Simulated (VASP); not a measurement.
# C (I4_1/amd) in VASP: a series of runs

Runs on C. Level: PBE. Tasks: single point.

Everything below comes from runs of VASP 6.6.1. Logs are shortened: lines on timing, memory, paths and dates and some standing lists are left out, and cuts for length are marked.

## Step 1: The cell of the first run

Symmetry: I4_1/amd, No. 141, tetragonal system. Conventional cell: a = 2.522 Å, b = 2.522 Å, c = 3.543 Å, α = 90.00°, β = 90.00°, γ = 90.00°. C (site symmetry -4m2) has 4 C at 1.54 Å within 2.1 Å.

## Step 2: Single point, PBE

Input file INCAR:

```
SYSTEM = C
ALGO = Normal
EDIFF = 1E-6
ENCUT = 520
GGA = PE
ISIF = 2
ISMEAR = -1
LASPH = .True.
LCHARG = .True.
LELF = .True.
LREAL = .False.
LVHAR = .True.
LWAVE = .False.
NBANDS = 11
NELM = 60
PREC = Accurate
SIGMA = 0.02
```

Input file KPOINTS:

```
k-points
0
Gamma
  10 10 10
  0 0 0
```

Input file POSCAR:

```
C
1.0
    0.0000000000      1.7833700000      1.7714808667
    1.7833700000      0.0000000000      1.7714808667
    1.7833700000      1.7833700000      0.0000000000
C
2
Direct
    0.0000000000      0.0000000000      0.0000000000
    0.2500000000      0.2500000000      0.2500000000
```

Potentials or basis: VASP PAW PBE potentials, release 64 (C).

Run with:

```console
$ cat potpaw_PBE.64/C/POTCAR > POTCAR
$ mpirun -np 1 vasp_std > vasp.out
```

OUTCAR:

```text
SYSTEM = C
   EDIFF = 1E-6
   ENCUT = 520
   GGA = PE
   ISIF = 2
   ISMEAR = -1
   LASPH = .True.
   LREAL = .False.
   NELM = 60
   PREC = Accurate

 ion  position               nearest neighbor table
   1  0.000  0.000  0.000-   2 1.54   2 1.54   2 1.54   2 1.54
   2  0.250  0.250  0.250-   1 1.54   1 1.54   1 1.54   1 1.54

  LATTYP: Found a body centered tetragonal cell.
 ALAT       =     2.5220660407
 C/A-ratio  =     1.4047854720

  Lattice vectors:

 A1 = (   0.0000000000,  -1.7833700000,  -1.7714808667)
 A2 = (   0.0000000000,   1.7833700000,  -1.7714808667)
 A3 = (   1.7833700000,   0.0000000000,   1.7714808667)

Analysis of symmetry for initial positions (statically):
=====================================================================
 Subroutine PRICEL returns:
 Original cell was already a primitive cell.

 Routine SETGRP: Setting up the symmetry group for a
 body centered tetragonal supercell.

 Subroutine GETGRP returns: Found 16 space group operations
 (whereof  8 operations were pure point group operations)
 out of a pool of 16 trial point group operations.

The static configuration has the point symmetry D_2d.
 The point group associated with its full space group is D_4h.

Analysis of symmetry for dynamics (positions and initial velocities):
=====================================================================
 Subroutine PRICEL returns:
 Original cell was already a primitive cell.

 Routine SETGRP: Setting up the symmetry group for a
 body centered tetragonal supercell.

 Subroutine GETGRP returns: Found 16 space group operations
 (whereof  8 operations were pure point group operations)
 out of a pool of 16 trial point group operations.

The dynamic configuration has the point symmetry D_2d.
 The point group associated with its full space group is D_4h.

 Subroutine INISYM returns: Found 16 space group operations
 (whereof  8 operations are pure point group operations),
 and found     1 'primitive' translations

----------------------------------------------------------------------------------------

                                     Primitive cell

  volume of cell :      11.2681

  direct lattice vectors                    reciprocal lattice vectors
     0.000000000  1.783370000  1.771480867    -0.280368067  0.280368067  0.282249732
     1.783370000  0.000000000  1.771480867     0.280368067 -0.280368067  0.282249732
     1.783370000  1.783370000  0.000000000     0.280368067  0.280368067 -0.282249732

  length of vectors
[... 85 lines left out ...]
   NSW    =      0    number of steps for IOM
   IBRION =     -1    ionic relax: 0-MD 1-quasi-New 2-CG
   NFREE  =      0    steps in history (QN), initial steepest desc. (CG)
   ISIF   =      2    stress and relaxation
   ISYM   =      2    0-nonsym 1-usesym 2-fastsym
   POTIM  = 0.5000    time-step for ionic-motion
   TEBEG  =    0.0;   TEEND  =   0.0 temperature during run
   PSTRESS=    0.0 pullay stress
   NELECT =       8.0000    total number of electrons
   NUPDOWN=      -1.0000    fix difference up-down
   EMIN   =  10.00;   EMAX   =-10.00  energy-range for DOS
   EFERMI =   0.00;   METHOD = LEGACY
   ISMEAR =    -1;   SIGMA  =   0.02  broadening in eV -4-tet -1-fermi 0-gaus
   EFERMI_NEDOS =   21; number of points for ismear=-14 and -15
   IALGO  =     38    algorithm
   IMIX   =      4    mixing-type and parameters
     AMIX     =   0.40;   BMIX     =  1.00
     AMIX_MAG =   1.60;   BMIX_MAG =  1.00
  volume/ion in A,a.u.               =       5.63        38.02
  Fermi-wavevector in a.u.,A,eV,Ry     =   1.460456  2.759861 29.020283  2.132931
  Thomas-Fermi vector in A             =   2.576903
   LORBIT       =      0    0 simple, 1 ext, 2 COOP (PROOUT), +10 PAW based schemes
   GGA     = PE    functional components
   LHFCALC =     F    Hartree Fock is set to
   AEXX    =    0.0000 exact exchange contribution
   IVDW    =     0    specifies the selected vdW correction
   LEPSILON=     F    determine dielectric tensor
   LRPA    =     F    only Hartree local field effects (RPA)
 non-spin polarized calculation
  energy-cutoff  :      520.00
  volume of cell :       11.27
 maximum number of plane-waves:       320
   NGX =  9   NGY =  9   NGZ =  9

 number of electron       7.9999999 magnetization

 Free energy of the ion-electron system (eV)
  ---------------------------------------------------
  ext. energy  EPLUGINS =         0.00000000
  ---------------------------------------------------
  free energy    TOTEN  =       -18.18221620 eV

  energy without entropy =      -18.18221620  energy(sigma->0) =      -18.18221620

 E-fermi :  10.2575     XC(G=0): -13.2846

 val. band max:        9.8942293397   @ k =   0.0000   0.0000   0.0000
 cond. band min:      13.9026498709   @ k =   0.4000   0.4000   0.0000
 fundamental gap:      4.0084205312
 Fermi energy:        10.2575158622

 k-point     1 :       0.0000    0.0000    0.0000
  band No.  band energies     occupation
      1     -11.7403      2.00000
      2       9.7937      2.00000
      3       9.7937      2.00000
      4       9.8942      2.00000
      5      15.3805      0.00000
      6      15.4636      0.00000
      7      15.4636      0.00000
      8      23.3121      0.00000
      9      29.2072      0.00000
     10      36.2599      0.00000
     11      36.6037      0.00000
[... 309 lines left out ...]
 k-point    24 :       0.4000    0.3000    0.0000
  band No.  band energies     occupation
      1      -7.0901      2.00000
      2       1.7936      2.00000
      3       3.7958      2.00000
      4       4.3753      2.00000
      5      14.5318      0.00000
      6      17.7967      0.00000
      7      23.9952      0.00000
      8      24.0681      0.00000
      9      31.7704      0.00000
     10      32.9033      0.00000
     11      40.6256      0.00000

 [... further k-points ...]
[... 5 lines left out ...]
  --------------------------------------------------------------------------------------
  -------------------------------------------------------------------------------------
  Total        0.2383015      0.2383015      0.6758452      0.0000000      0.0000000      0.0000000
  in kB       33.8834794     33.8834794     96.0966990      0.0000000      0.0000000      0.0000000
  external PRESSURE =      54.6212192 kB  Pullay stress =       0.0000000 kB

 VOLUME and BASIS-vectors are now :
 -----------------------------------------------------------------------------
  energy-cutoff  :      520.00
  volume of cell :       11.27
      direct lattice vectors                 reciprocal lattice vectors
     0.000000000  1.783370000  1.771480867    -0.280368067  0.280368067  0.282249732
     1.783370000  0.000000000  1.771480867     0.280368067 -0.280368067  0.282249732
     1.783370000  1.783370000  0.000000000     0.280368067  0.280368067 -0.282249732

 POSITION                                       TOTAL-FORCE (eV/Angst)
 -----------------------------------------------------------------------------------
      0.00000      0.00000      0.00000        -0.000000     -0.000000      0.000000
      0.89168      0.89168      0.88574         0.000000      0.000000      0.000000
 -----------------------------------------------------------------------------------
    total drift:                                0.000000      0.000000      0.000000

  FREE ENERGIE OF THE ION-ELECTRON SYSTEM (eV)
  ---------------------------------------------------
  free  energy   TOTEN  =       -18.1822161961 eV

  energy  without entropy=      -18.1822161961  energy(sigma->0) =      -18.18221620
```

stdout:

```text
POSCAR found type information on POSCAR C
 POSCAR found :  1 types and       2 ions
 scaLAPACK will be used
 LDA part: xc-table for (Slater+PW92), standard interpolation
 POSCAR, INCAR and KPOINTS ok, starting setup
 FFT: planning ... GRIDC
 FFT: planning ... GRID_SOFT
 FFT: planning ... GRID
 WAVECAR not read
 entering main loop
```

It took 7.2 s on 1 thread of AMD EPYC 9R45 (Zen 5), shared host; peak memory 0.09 GiB.

What came out:

```
Free energy            : -18.1822 eV
Pressure               : 5.5 GPa
Band gap on the k mesh : 4.01 eV, indirect (least direct gap 5.49 eV)
```

A k mesh can miss the band edges. PBE gaps usually lie below the measured ones, often by a third to a half.

## Step 3: Single point, PBE

This run uses another cell than the first one, of 5.71 Å³/atom, 1.013 times its volume.

Input file INCAR:

```
SYSTEM = C
PREC = Accurate ; ENCUT = 520
EDIFF = 1E-6 ; ISMEAR = -1
SIGMA = 0.02 ; LREAL = .False.
LASPH = .True. ; NELM = 100
ALGO = Normal ; ISIF = 2
LWAVE = .False. ; LCHARG = .False.
GGA = PE ; NBANDS = 11
```

Input file KPOINTS:

```
regular mesh
0
Gamma
  10 10 10
  0 0 0
```

Input file POSCAR:

```
C
1.0
    0.0000000000      1.7833700000      1.7952591333
    1.7833700000      0.0000000000      1.7952591333
    1.7833700000      1.7833700000      0.0000000000
C
2
Direct
    0.0000000000      0.0000000000      0.0000000000
    0.2500000000      0.2500000000      0.2500000000
```

Potentials or basis: VASP PAW PBE potentials, release 64 (C).

Run with:

```console
$ cat potpaw_PBE.64/C/POTCAR > POTCAR
$ mpirun -np 1 vasp_std > vasp.out
```

OUTCAR:

```text
SYSTEM = C
   PREC = Accurate
   ENCUT = 520
   EDIFF = 1E-6
   ISMEAR = -1
   LREAL = .False.
   LASPH = .True.
   NELM = 100
   ISIF = 2
   GGA = PE

 ion  position               nearest neighbor table
   1  0.000  0.000  0.000-   2 1.55   2 1.55   2 1.55   2 1.55
   2  0.250  0.250  0.250-   1 1.55   1 1.55   1 1.55   1 1.55

  LATTYP: Found a body centered tetragonal cell.
 ALAT       =     2.5220660407
 C/A-ratio  =     1.4236416528

  Lattice vectors:

 A1 = (  -1.7833700000,   0.0000000000,   1.7952591333)
 A2 = (   1.7833700000,   0.0000000000,   1.7952591333)
 A3 = (   0.0000000000,   1.7833700000,  -1.7952591333)

Analysis of symmetry for initial positions (statically):
=====================================================================
 Subroutine PRICEL returns:
 Original cell was already a primitive cell.

 Routine SETGRP: Setting up the symmetry group for a
 body centered tetragonal supercell.

 Subroutine GETGRP returns: Found 16 space group operations
 (whereof  8 operations were pure point group operations)
 out of a pool of 16 trial point group operations.

The static configuration has the point symmetry D_2d.
 The point group associated with its full space group is D_4h.

[... 164 lines left out ...]
 fundamental gap:      4.0688398926
 Fermi energy:        10.0784083658

 k-point     1 :       0.0000    0.0000    0.0000
  band No.  band energies     occupation
      1     -11.7540      2.00000
      2       9.5672      2.00000
      3       9.6676      2.00000
      4       9.6676      2.00000
      5      15.1789      0.00000
      6      15.1789      0.00000
      7      15.2610      0.00000
      8      22.8134      0.00000
      9      28.8437      0.00000
     10      35.9164      0.00000
     11      36.2692      0.00000
[... 309 lines left out ...]
 k-point    24 :       0.4000    0.3000    0.0000
  band No.  band energies     occupation
      1      -7.2215      2.00000
      2       1.5538      2.00000
      3       3.7063      2.00000
      4       4.3720      2.00000
      5      14.5117      0.00000
      6      17.7014      0.00000
      7      23.6296      0.00000
      8      23.6694      0.00000
      9      31.1592      0.00000
     10      32.3603      0.00000
     11      40.3633      0.00000

 [... further k-points ...]
[... 5 lines left out ...]
  --------------------------------------------------------------------------------------
  -------------------------------------------------------------------------------------
  Total        0.1145603      0.1145603     -0.3258355      0.0000000     -0.0000000      0.0000000
  in kB       16.0732820     16.0732820    -45.7160754      0.0000000     -0.0000000      0.0000000
  external PRESSURE =      -4.5231705 kB  Pullay stress =       0.0000000 kB

 VOLUME and BASIS-vectors are now :
 -----------------------------------------------------------------------------
  energy-cutoff  :      520.00
  volume of cell :       11.42
      direct lattice vectors                 reciprocal lattice vectors
     0.000000000  1.783370000  1.795259133    -0.280368067  0.280368067  0.278511325
     1.783370000  0.000000000  1.795259133     0.280368067 -0.280368067  0.278511325
     1.783370000  1.783370000  0.000000000     0.280368067  0.280368067 -0.278511325

 POSITION                                       TOTAL-FORCE (eV/Angst)
 -----------------------------------------------------------------------------------
      0.00000      0.00000      0.00000         0.000000      0.000000     -0.000000
      0.89168      0.89168      0.89763        -0.000000     -0.000000      0.000000
 -----------------------------------------------------------------------------------
    total drift:                                0.000000      0.000000      0.000000

  FREE ENERGIE OF THE ION-ELECTRON SYSTEM (eV)
  ---------------------------------------------------
  free  energy   TOTEN  =       -18.1847830048 eV

  energy  without entropy=      -18.1847830048  energy(sigma->0) =      -18.18478300
```

stdout:

```text
POSCAR found type information on POSCAR C
 POSCAR found :  1 types and       2 ions
 scaLAPACK will be used
 LDA part: xc-table for (Slater+PW92), standard interpolation
 POSCAR, INCAR and KPOINTS ok, starting setup
 FFT: planning ... GRIDC
 FFT: planning ... GRID_SOFT
 FFT: planning ... GRID
 WAVECAR not read
 entering main loop
```

Run time: 6.9 s. Hardware: 1 thread of AMD EPYC 9R45 (Zen 5), shared host; peak memory 0.09 GiB.

What came out:

```yaml
Free_energy: -18.1848 eV
Pressure: -0.5 GPa
Band_gap_on_the_k_mesh: 4.07 eV, indirect (least direct gap 5.51 eV)
```

A k mesh can miss the band edges.

## Step 4: Single point, PBE

This run uses another cell than the first one, of 5.75 Å³/atom, 1.020 times its volume.

Input file INCAR:

```
ALGO = Normal
EDIFF = 1E-6
ENCUT = 520
GGA = PE
ISIF = 2
ISMEAR = -1
LASPH = T
LCHARG = F
LREAL = F
LWAVE = F
NBANDS = 11
NELM = 100
PREC = Accurate
SIGMA = 0.02
```

Input file KPOINTS:

```
k-points
0
Gamma
  10 10 10
```

Input file POSCAR:

```
C
1.0
    0.0000000000      1.7833700000      1.8071482667
    1.7833700000      0.0000000000      1.8071482667
    1.7833700000      1.7833700000      0.0000000000
C
2
Direct
    0.0000000000      0.0000000000      0.0000000000
    0.2500000000      0.2500000000      0.2500000000
```

Run with:

```console
$ cat potpaw_PBE.64/C/POTCAR > POTCAR
$ mpirun -np 1 vasp_std > vasp.out
```

It took 6.8 s on 1 thread of AMD EPYC 9R45 (Zen 5), shared host; peak memory 0.09 GiB.

The run converged. Its results:

| Property | Result |
| --- | --- |
| Free energy | -18.1811 eV |
| Pressure | -3.3 GPa |
| Band gap on the k mesh | 3.97 eV, indirect (least direct gap 5.43 eV) |

Stress tensor (GPa, compression positive):
```
  0.83   0.00   0.00
  0.00   0.83   0.00
  0.00   0.00 -11.48
```

Levels at points of the mesh, in eV from the valence-band top:
```csv
k point,band 2,band 3,band 4,band 5,band 6,band 7
"(0.00, 0.00, 0.00)",-0.20,0.00,0.00,5.43,5.43,5.60
"(0.50, 0.00, 0.00)",-13.29,-2.95,-2.71,8.15,8.39,8.73
"(0.50, 0.50, 0.00)",-12.87,-6.16,-6.16,4.87,4.87,16.49
"(0.50, 0.00, 0.50)",-12.67,-6.35,-6.35,4.56,4.56,16.56
```

A k mesh can miss the band edges. As with any semilocal functional, this PBE gap is likely too small.

[end of part 1 of 2]
